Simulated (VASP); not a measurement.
Set up this calculation in VASP 6.6.1, as the native input.

```yaml
Task: single point
Functional: LDA
Potentials_or_basis: VASP PAW LDA potentials, release 64 (Ni, Ge_d)
Cutoff: 520 eV
k_mesh: 12 × 12 × 12
Occupations: gaussian, width 0.15 eV
Spin: collinear spin, ferromagnetic start
Starting_moments: "[0.625, 0.625, 0.625, 0.0] μB"
Fixed_moment: 1.875 μB
Dipole_correction: no
Further_INCAR_settings: ALGO = Fast; EDIFF = 1e-06; NBANDS = 34
```

The structure of Ni3Ge lies in POSCAR:

```
Ni3Ge
1.0
    3.4174420872      0.0000000000      0.0000000000
    0.0000000000      3.4174420872      0.0000000000
    0.0000000000      0.0000000000      3.4174420872
Ni Ge
3 1
Direct
    0.5000000000      0.0000000000      0.5000000000
    0.0000000000      0.5000000000      0.5000000000
    0.5000000000      0.5000000000      0.0000000000
    0.0000000000      0.0000000000      0.0000000000
```

One way to write it, as run:

INCAR

```
SYSTEM = Ni3Ge
  ALGO = Fast
  EDIFF = 1E-6
  ENCUT = 520
  GGA = CA
  ISIF = 2
  ISMEAR = 0
  ISPIN = 2
  LASPH = .TRUE.
  LCHARG = .FALSE.
  LMAXMIX = 4
  LORBIT = 11
  LREAL = .FALSE.
  LWAVE = .FALSE.
  MAGMOM = 0.625 0.625 0.625 0
  NBANDS = 34
  NELM = 150
  NUPDOWN = 1.875
  PREC = Accurate
  SIGMA = 0.15
```

KPOINTS

```
k-points
0
G
  12 12 12
  0 0 0
```

Potentials or basis: VASP PAW LDA potentials, release 64 (Ni, Ge_d).

Command:

```bash
$ cat potpaw_LDA.64/Ni/POTCAR potpaw_LDA.64/Ge_d/POTCAR > POTCAR
$ mpirun -np 1 vasp_std > vasp.out
```

Results of the run:

The pressure is 21.9 GPa, the net moment is 1.87 μB per cell and the site moments are Ni +0.59; Ge +0.07 μB. The valence electrons inside the program's atomic spheres are Ni 9.66; Ge 12.68.

Caveat: the cell stands under pressure; the total moment is fixed, so each spin has its own Fermi level and the state may be an excited one.

Run time: 6.5 min on 1 thread of Oxide Virtual Turin-like Processor (shared host), peak memory 0.23 GiB.
